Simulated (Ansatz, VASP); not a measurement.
# One calculation of CS3, two programs

```
C S
1.0
    -2.37021    2.37021    2.37021
     2.37021   -2.37021    2.37021
     2.37021    2.37021   -2.37021
C S
1 3
Direct
  0.00000 0.00000 0.00000
  0.00000 0.50000 0.50000
  0.50000 0.00000 0.50000
  0.50000 0.50000 0.00000
```

Alike in both runs: task relaxation of cell and atoms; functional PBE; dispersion D3(BJ); k mesh 14 × 14 × 14; occupations gaussian, width 0.1 eV; no spin polarisation.

|  | VASP | Ansatz |
| --- | --- | --- |
| version | VASP 6.6.1 | Ansatz 0.2.0 |
| potentials or method | VASP PAW PBE potentials, release 64 (C, S), cutoff 600 eV | scalar-relativistic, plane waves, PAW |
| valence electrons in the cell | 22 | 22 |

```tsv
	VASP	Ansatz	Ansatz less VASP
gap on the k mesh at the Fermi level, each at its own relaxed structure (eV)	none	none	-
relaxed volume (Å³/atom)	13.37	13.38	+0.009
relaxed cell length with the largest relative difference (Å)	4.111	4.112	+0.0010
```

A gap of «none» marks a metal or a gap that the smearing closes. Ansatz's warnings: dispersion switch in reach, relaxed geometry near dispersion switch.

Noted on VASP's run: too few bands were computed for a metal, which touches its energy and stress.
